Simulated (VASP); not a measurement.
Runs of VASP 6.6.1 on SiC. The structure is that of space group Imm2 (No. 44), or close to it. The cells are those of the table. 

```csv
cell,gap on the mesh (eV),pressure (GPa),largest force (eV/Å)
"a = 3.242, b = 3.099, c = 3.099 Å, angles 56.9, 58.5, 58.5°, 2 atoms",0.78,(a),0.73
"a = 3.271, b = 3.099, c = 3.099 Å, angles 56.3, 58.1, 58.1°, 2 atoms",0.61,3.5,0.89
"a = 3.300, b = 3.100, c = 3.100 Å, angles 55.6, 57.8, 57.8°, 2 atoms",(b),(d),1.05
"a = 2.865, b = 3.101, c = 3.101 Å, angles 64.9, 62.5, 62.5°, 2 atoms",0.22,(c),1.23
```

Alike in all rows: task single point; level PBE; potentials or basis VASP PAW PBE potentials, release 64 (Si, C); no spin polarisation; k mesh 10 × 10 × 10; cutoff (eV) 520; smearing gaussian 0.05 eV.

Estimate the missing entries.

(a) 2.4; (b) 0.42; (c) 6.3; (d) 4.8.

Caveats: forces of over 1 eV/Å act on the atoms, so gaps and moduli don't describe the material at rest (some runs).

A k mesh can miss the band edges.
